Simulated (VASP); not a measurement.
# CO2 (I-42d) in VASP: relaxation of cell and atoms with r2SCAN

Aim: the relaxation of cell and atoms of CO2 with r2SCAN.

All numbers are computed with VASP 6.6.1; they aren't measurements. Logs are shortened: lines on timing, memory, paths and dates and some standing lists are left out, and cuts for length are marked.

## Step 1: The cell of the first run

Symmetry: I-42d, No. 122, tetragonal system. Conventional cell: a = 3.949 Å, b = 3.949 Å, c = 6.028 Å, α = 90.00°, β = 90.00°, γ = 90.00°. C (site symmetry -4) has 4 O at 1.40 Å within 1.9 Å. O (site symmetry 2) has 2 C at 1.40 Å within 1.9 Å.

## Step 2: Relaxation of cell and atoms, r2SCAN

The input, POSCAR:

```
CO2
1.0
   -1.9747270000      1.9747270000      3.0140580000
    1.9747270000     -1.9747270000      3.0140580000
    1.9747270000      1.9747270000     -3.0140580000
C O
2 4
Direct
    0.7500000000      0.2500000000      0.5000000000
    0.0000000000      0.0000000000      0.0000000000
    0.7097980000      0.1250000000      0.0847980000
    0.0402020000      0.6250000000      0.9152020000
    0.3750000000      0.2902020000      0.4152020000
    0.8750000000      0.9597980000      0.5847980000
```

The input, INCAR.step1:

```
SYSTEM = CO2
ALGO     = Normal         ! electronic algorithm
EDIFF    = 1E-4           ! SCF threshold, eV
ENCUT    = 600            ! plane-wave cutoff, eV
GGA      = PE             ! functional
ISMEAR   = 0              ! smearing method
LASPH    = .TRUE.         ! aspherical terms in the spheres
LCHARG   = .FALSE.        ! write CHGCAR
LREAL    = .FALSE.        ! projectors in reciprocal space
LWAVE    = .TRUE.         ! write WAVECAR
NELM     = 60             ! most SCF steps
PREC     = Accurate       ! precision mode
SIGMA    = 0.02           ! smearing width, eV
```

The input, INCAR.step2:

```
SYSTEM = CO2
ALGO     = Normal         ! electronic algorithm
EDIFF    = 1E-6           ! SCF threshold, eV
EDIFFG   = -0.005         ! ionic threshold
ENCUT    = 600            ! plane-wave cutoff, eV
IBRION   = 2              ! ionic algorithm
ISIF     = 3              ! what is computed and relaxed
ISMEAR   = 0              ! smearing method
ISTART   = 1            
LASPH    = .TRUE.         ! aspherical terms in the spheres
LCHARG   = .FALSE.        ! write CHGCAR
LMIXTAU  = .TRUE.       
LREAL    = .FALSE.        ! projectors in reciprocal space
LWAVE    = .FALSE.        ! write WAVECAR
METAGGA  = R2SCAN         ! meta-GGA
NELM     = 60             ! most SCF steps
NSW      = 100            ! ionic steps
PREC     = Accurate       ! precision mode
SIGMA    = 0.02           ! smearing width, eV
```

The input, KPOINTS:

```
k-points
0
G
  8 8 8
  0 0 0
```

Potentials or basis: VASP PAW PBE potentials, release 64 (C, O).

Run with:

```bash
> cat potpaw_PBE.64/C/POTCAR potpaw_PBE.64/O/POTCAR > POTCAR
> cp INCAR.step1 INCAR
> mpirun -np 1 vasp_std > vasp.out
> cp INCAR.step2 INCAR
> mpirun -np 1 vasp_std > vasp.out
```

OUTCAR:

```text
SYSTEM = CO2
   EDIFF = 1E-6
   EDIFFG = -0.005
   ENCUT = 600
   IBRION = 2
   ISIF = 3
   ISMEAR = 0
   ISTART = 1
   LASPH = .TRUE.
   LREAL = .FALSE.
   METAGGA = R2SCAN
   NELM = 60
   NSW = 100
   PREC = Accurate

 ion  position               nearest neighbor table
   1  0.750  0.250  0.500-   3 1.40   4 1.40   6 1.40   5 1.40
   2  0.000  0.000  0.000-   3 1.40   5 1.40   6 1.40   4 1.40
   3  0.710  0.125  0.085-   1 1.40   2 1.40
   4  0.040  0.625  0.915-   1 1.40   2 1.40
   5  0.375  0.290  0.415-   2 1.40   1 1.40
   6  0.875  0.960  0.585-   1 1.40   2 1.40

  LATTYP: Found a body centered tetragonal cell.
 ALAT       =     3.9494540000
 C/A-ratio  =     1.5263162959

  Lattice vectors:

 A1 = (  -1.9747270000,   1.9747270000,   3.0140580000)
 A2 = (   1.9747270000,  -1.9747270000,   3.0140580000)
 A3 = (   1.9747270000,   1.9747270000,  -3.0140580000)

Analysis of symmetry for initial positions (statically):
=====================================================================
 Subroutine PRICEL returns:
 Original cell was already a primitive cell.

 Routine SETGRP: Setting up the symmetry group for a
 body centered tetragonal supercell.

 Subroutine GETGRP returns: Found  8 space group operations
 (whereof  4 operations were pure point group operations)
 out of a pool of 16 trial point group operations.

The static configuration has the point symmetry S_4 .
 The point group associated with its full space group is D_2d.

Analysis of symmetry for dynamics (positions and initial velocities):
=====================================================================
 Subroutine PRICEL returns:
 Original cell was already a primitive cell.

 Routine SETGRP: Setting up the symmetry group for a
 body centered tetragonal supercell.

 Subroutine GETGRP returns: Found  8 space group operations
 (whereof  4 operations were pure point group operations)
 out of a pool of 16 trial point group operations.

The dynamic configuration has the point symmetry S_4 .
 The point group associated with its full space group is D_2d.

 Subroutine INISYM returns: Found  8 space group operations
 (whereof  4 operations are pure point group operations),
 and found     1 'primitive' translations

----------------------------------------------------------------------------------------

                                     Primitive cell

  volume of cell :      47.0138

  direct lattice vectors                    reciprocal lattice vectors
    -1.974727000  1.974727000  3.014058000     0.000000000  0.253199556  0.165889309
     1.974727000 -1.974727000  3.014058000     0.253199556  0.000000000  0.165889309
     1.974727000  1.974727000 -3.014058000     0.253199556  0.253199556  0.000000000

  length of vectors
     4.108970562  4.108970562  4.108970562     0.302703284  0.302703284  0.358078246

  position of ions in fractional coordinates (direct lattice)
     0.750000000  0.250000000  0.500000000
     0.000000000  0.000000000  0.000000000
     0.709798000  0.125000000  0.084798000
     0.040202000  0.625000000  0.915202000
     0.375000000  0.290202000  0.415202000
     0.875000000  0.959798000  0.584798000

  ion indices of the primitive-cell ions
   primitive index   ion index
                 1           1
                 2           2
                 3           3
                 4           4
                 5           5
                 6           6

----------------------------------------------------------------------------------------

 KPOINTS: k-points

Automatic generation of k-mesh.
 Grid dimensions read from file:
 generate k-points for:    8    8    8

 Generating k-lattice:

  Cartesian coordinates                     Fractional coordinates (reciprocal lattice)
     0.000000000  0.031649945  0.020736164     0.125000000 -0.000000000  0.000000000
     0.031649945  0.000000000  0.020736164    -0.000000000  0.125000000  0.000000000
     0.031649945  0.031649945  0.000000000     0.000000000  0.000000000  0.125000000

  Length of vectors
     0.037837911  0.037837911  0.044759781

  Shift w.r.t. Gamma in fractional coordinates (k-lattice)
     0.000000000  0.000000000  0.000000000

 Subroutine IBZKPT returns following result:
 ===========================================

 Found     59 irreducible k-points:

 Following reciprocal coordinates:
            Coordinates               Weight
  0.000000  0.000000  0.000000      1.000000
  0.125000 -0.000000  0.000000      8.000000
  0.250000 -0.000000  0.000000      8.000000
  0.375000 -0.000000  0.000000      8.000000
  0.500000 -0.000000  0.000000      4.000000
  0.125000  0.125000  0.000000      8.000000
[... 16 lines left out ...]
  0.250000  0.125000  0.125000     16.000000
  0.375000  0.125000  0.125000      8.000000
 [... further k-points ...]
   k-points           NKPTS =     59   k-points in BZ     NKDIM =     59   number of bands    NBANDS=     20
   number of dos      NEDOS =    301   number of ions     NIONS =      6
   total plane-waves  NPLWV =  46656
   dimension x,y,z NGX =    36 NGY =   36 NGZ =   36
   dimension x,y,z NGXF=    72 NGYF=   72 NGZF=   72
   ions per type =               2   4
   NGX,Y,Z   is equivalent  to a cutoff of  14.57, 14.57, 14.57 a.u.
   NGXF,Y,Z  is equivalent  to a cutoff of  29.13, 29.13, 29.13 a.u.
 SYSTEM =  CO2
   PREC   = accura    normal or accurate (medium, high low for compatibility)
   ISTART =      1    job   : 0-new  1-cont  2-samecut
   ICHARG =      0    charge: 1-file 2-atom 10-const
   ISPIN  =      1    spin polarized calculation?
   LNONCOLLINEAR =      F non collinear calculations
   LSORBIT =      F    spin-orbit coupling
   LASPH  =      T    aspherical Exc in radial PAW
   ENCUT  =  600.0 eV  44.10 Ry    6.64 a.u.   8.21  8.21  8.21*2*pi/ulx,y,z
   NELM   =     60;   NELMIN=  2; NELMDL=  0     # of ELM steps
   EDIFF  = 0.1E-05   stopping-criterion for ELM
   LREAL  =      F    real-space projection
   EDIFFG = -.5E-02   stopping-criterion for IOM
   NSW    =    100    number of steps for IOM
   IBRION =      2    ionic relax: 0-MD 1-quasi-New 2-CG
   NFREE  =      1    steps in history (QN), initial steepest desc. (CG)
   ISIF   =      3    stress and relaxation
   ISYM   =      2    0-nonsym 1-usesym 2-fastsym
   POTIM  = 0.5000    time-step for ionic-motion
   TEBEG  =    0.0;   TEEND  =   0.0 temperature during run
   PSTRESS=    0.0 pullay stress
   NELECT =      32.0000    total number of electrons
   NUPDOWN=      -1.0000    fix difference up-down
   EMIN   =  10.00;   EMAX   =-10.00  energy-range for DOS
   EFERMI =   0.00;   METHOD = LEGACY
   ISMEAR =     0;   SIGMA  =   0.02  broadening in eV -4-tet -1-fermi 0-gaus
   EFERMI_NEDOS =   21; number of points for ismear=-14 and -15
   IALGO  =     38    algorithm
   IMIX   =      4    mixing-type and parameters
     AMIX     =   0.40;   BMIX     =  1.00
     AMIX_MAG =   1.60;   BMIX_MAG =  1.00
  volume/ion in A,a.u.               =       7.84        52.88
  Fermi-wavevector in a.u.,A,eV,Ry     =   1.440068  2.721333 28.215694  2.073795
  Thomas-Fermi vector in A             =   2.558853
   LORBIT       =      0    0 simple, 1 ext, 2 COOP (PROOUT), +10 PAW based schemes
   METAGGA = R2SCAN    functional components
   LHFCALC =     F    Hartree Fock is set to
   AEXX    =    0.0000 exact exchange contribution
   IVDW    =     0    specifies the selected vdW correction
   LEPSILON=     F    determine dielectric tensor
   LRPA    =     F    only Hartree local field effects (RPA)
 conjugate gradient relaxation of ions
 non-spin polarized calculation
 Gauss-broadening in eV      SIGMA  =   0.02
  energy-cutoff  :      600.00
  volume of cell :       47.01
 maximum number of plane-waves:      1588
 NGX is ok and might be reduce to    36
   NGX = 17   NGY = 17   NGZ = 17

--------------------------------------- Ionic step        1  -------------------------------------------

 number of electron      31.9999994 magnetization

 Free energy of the ion-electron system (eV)
  ---------------------------------------------------
  ext. energy  EPLUGINS =         0.00000000
  ---------------------------------------------------
  free energy    TOTEN  =       -49.37732056 eV

  energy without entropy =      -49.37732056  energy(sigma->0) =      -49.37732056

------------------------ aborting loop because EDIFF is reached ----------------------------------------

  FORCE on cell =-STRESS in cart. coord.  units (eV):
  Direction    XX          YY          ZZ          XY          YZ          ZX
  --------------------------------------------------------------------------------------
  -------------------------------------------------------------------------------------
  Total       -1.7314049     -1.7314049     -2.1906324      0.0000000     -0.0000000      0.0000000
  in kB      -59.0042773    -59.0042773    -74.6542192      0.0000000     -0.0000000      0.0000000
  external PRESSURE =     -64.2209246 kB  Pullay stress =       0.0000000 kB
[... 101 lines left out ...]
  FREE ENERGIE OF THE ION-ELECTRON SYSTEM (eV)
  ---------------------------------------------------
  free  energy   TOTEN  =       -49.3981529855 eV

  energy  without entropy=      -49.3981529855  energy(sigma->0) =      -49.39815299

[... ionic steps 4 to 11 ...]

--------------------------------------- Ionic step       12  -------------------------------------------

 number of electron      31.9999994 magnetization

------------------------ aborting loop because EDIFF is reached ----------------------------------------

  FORCE on cell =-STRESS in cart. coord.  units (eV):
  Direction    XX          YY          ZZ          XY          YZ          ZX
  --------------------------------------------------------------------------------------
  -------------------------------------------------------------------------------------
  Total       -0.0227634     -0.0227634      0.0102127      0.0000000      0.0000000      0.0000000
  in kB       -0.8016164     -0.8016164      0.3596433      0.0000000      0.0000000      0.0000000
  external PRESSURE =      -0.4145298 kB  Pullay stress =       0.0000000 kB
[... 65 lines left out ...]
  energy  without entropy=      -49.4055740804  energy(sigma->0) =      -49.40557408

--------------------------------------- Ionic step       14  -------------------------------------------

 number of electron      31.9999994 magnetization

 Free energy of the ion-electron system (eV)
  ---------------------------------------------------
  ext. energy  EPLUGINS =         0.00000000
  ---------------------------------------------------
  free energy    TOTEN  =       -49.40558274 eV

  energy without entropy =      -49.40558274  energy(sigma->0) =      -49.40558274

 E-fermi :   2.1251     XC(G=0): -12.0528

 val. band max:        1.9827629921   @ k =   0.5000  -0.0000   0.0000
 cond. band min:      10.4324939329   @ k =   0.0000   0.0000   0.0000
 fundamental gap:      8.4497309408
 Fermi energy:         2.1250744659

 k-point     1 :       0.0000    0.0000    0.0000
  band No.  band energies     occupation
      1     -23.3761      2.00000
      2     -18.0498      2.00000
      3     -18.0498      2.00000
      4     -17.3290      2.00000
      5     -13.1664      2.00000
      6      -7.9412      2.00000
[... 12 lines left out ...]
     19      12.3235      0.00000
[... 513 lines left out ...]
      4     -17.8853      2.00000
      5     -10.8735      2.00000
      6      -8.6593      2.00000
[... 12 lines left out ...]
     19      12.4107      0.00000
     20      13.0773      0.00000

 [... further k-points ...]
[... 5 lines left out ...]
  --------------------------------------------------------------------------------------
  -------------------------------------------------------------------------------------
  Total       -0.0264134     -0.0264134      0.0156245      0.0000000      0.0000000      0.0000000
  in kB       -0.9301571     -0.9301571      0.5502225      0.0000000      0.0000000      0.0000000
  external PRESSURE =      -0.4366972 kB  Pullay stress =       0.0000000 kB
[... 21 lines left out ...]
  FREE ENERGIE OF THE ION-ELECTRON SYSTEM (eV)
  ---------------------------------------------------
  free  energy   TOTEN  =       -49.4055827354 eV

  energy  without entropy=      -49.4055827354  energy(sigma->0) =      -49.40558274

 reached required accuracy - stopping structural energy minimisation
```

It took 34 min on 1 thread of AMD EPYC 9R14 (Zen 4), shared host; peak memory 0.21 GiB.

What came out:

| Property | Result |
| --- | --- |
| Free energy | -49.4056 eV |
| Relaxed volume | 7.58 Å³/atom |
| Relaxed cell | a = 4.060 Å, b = 4.060 Å, c = 4.060 Å, α = 122.36°, β = 122.36°, γ = 85.95° |
| Space group after relaxing (to 0.1 Å) | I-42d (No. 122) |
| Energy gained by relaxing | 4.7 meV/atom |
| Ionic steps | 14 |
| Pressure after relaxing | 0.0 GPa |
| Largest force after relaxing | 0.004 eV/Å |
| Band gap on the k mesh | 8.45 eV (least direct gap 8.84 eV) |

Forces in eV/Å, atoms in the order of the input:
```
C    0.000  0.000  0.000
C    0.000  0.000  0.000
O    0.000  0.004  0.000
O    0.000 -0.004  0.000
O   -0.004  0.000  0.000
O    0.004  0.000  0.000
```

The path:
```csv
step,energy change (eV),largest force (eV/Å),pressure (GPa),volume (Å³)
1,0.0000,0.1541,-6.42,47.01
2,0.0121,0.6825,7.96,44.91
3,-0.0208,0.2034,-0.38,46.06
4,-0.0271,0.0791,-0.21,45.76
5,-0.0281,0.0076,-0.11,45.58
6,-0.0281,0.0055,-0.12,45.57
7,-0.0281,0.0115,0.10,45.53
8,-0.0282,0.0179,0.26,45.49
9,-0.0282,0.0126,0.15,45.49
10,-0.0282,0.0159,-0.14,45.50
11,-0.0283,0.0086,-0.05,45.50
12,-0.0283,0.0078,-0.04,45.50
13,-0.0283,0.0016,0.06,45.49
14,-0.0283,0.0041,-0.04,45.50
```

Final structure:
```
CELL_PARAMETERS angstrom
-1.95690 1.95690 2.97016
1.95690 -1.95690 2.97016
1.95690 1.95690 -2.97016
ATOMIC_POSITIONS crystal
C 0.75000 0.25000 0.50000
C 0.00000 0.00000 0.00000
O 0.70679 0.12500 0.08179
O 0.04321 0.62500 0.91821
O 0.37500 0.29321 0.41821
O 0.87500 0.95679 0.58179
```

Levels at points of the mesh, in eV from the valence-band top:
```
           k point  band 12  band 13  band 14  band 15  band 16  band 17  band 18  band 19  band 20
(0.00, 0.00, 0.00)    -1.32    -1.32    -0.83    -0.83    -0.39     8.45    10.18    10.34    10.34
(0.50, 0.00, 0.00)    -2.41    -1.74    -1.45    -0.43     0.00     9.20    10.48    10.63    11.31
(0.50, 0.50, 0.00)    -2.76    -0.68    -0.68    -0.56    -0.56     9.86     9.86    10.90    10.90
(0.50, 0.50, 0.50)    -3.25    -2.92    -2.92    -0.05    -0.05     9.81     9.81    11.74    11.74
```

Caveat: the PAW data sets were made with another functional, which shifts forces and pressure a little. A k mesh can miss the band edges.
